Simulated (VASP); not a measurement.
A run of VASP 6.6.1:

File INCAR:

```
SYSTEM = Ti13Be3
ALGO = Normal ; EDIFF = 1E-5
ENCUT = 350 ; GGA = PE
GGA_COMPAT = .False. ; IBRION = 0
ISIF = 2 ; ISMEAR = -1
ISYM = -1 ; LANGEVIN_GAMMA = 30 30
LASPH = .True. ; LCHARG = .True.
LREAL = Auto ; LWAVE = .False.
MAXMIX = 40 ; MDALGO = 3
NBANDS = 95 ; NELM = 120
NELMIN = 4 ; NSW = 40
POTIM = 1.5 ; PREC = Normal
RANDOM_SEED = 51701 0 0 ; SIGMA = 0.0931
TEBEG = 1080.0 ; TEEND = 1080.0
```

Contents of KPOINTS:

```
explicit points
1
Reciprocal
  0.25000000   0.25000000   0.25000000 1
```

Contents of POSCAR:

```
Ti13Be3
1.0
    6.1453290000      0.1157260000     -0.0247540000
    0.1157260000      6.2830310000     -0.1349560000
   -0.0247540000     -0.1349560000      6.3427070000
Ti Be
13 3
Direct
    0.2803183781      0.2124368937      0.0674755506
    0.5848305459      0.9780735788      0.8027674649
    0.3658982736      0.2315803646      0.5591423081
    0.6084540289      0.9510097790      0.2840934092
    0.8729494731      0.7248558168      0.0400707853
    0.3179049315      0.7536093757      0.5405933790
    0.5967298973      0.4661149175      0.3142919766
    0.8768888999      0.2624804544      0.0579814772
    0.0990905765      0.5016430635      0.3260558037
    0.5477609324      0.4684830955      0.8313551470
    0.1505037184      0.4986827758      0.8208562183
    0.8285465307      0.2085942735      0.5890854032
    0.8627413990      0.7614885582      0.6019465221
    0.2788841947      0.7902169957      0.1186201423
    0.1354809550      0.9717131234      0.8395251204
    0.0777132099      0.9873624399      0.3183556010
```

Potentials or basis: VASP PAW PBE potentials, release 64 (Ti_sv, Be).

The run is started by

```console
$ cat potpaw_PBE.64/Ti_sv/POTCAR potpaw_PBE.64/Be/POTCAR > POTCAR
$ mpirun -np 1 vasp_std > vasp.out
```

Hardware: 1 thread of AMD EPYC 9R45 96-Core Processor (Zen 5), on a shared host.

Task: Estimate the wall time of this run.

Result: Run time: 8.5 min on 1 thread of AMD EPYC 9R45 96-Core Processor (Zen 5), on a shared host, peak memory 0.16 GiB. Counts: scf iterations 307, k points 1, ion steps 40.
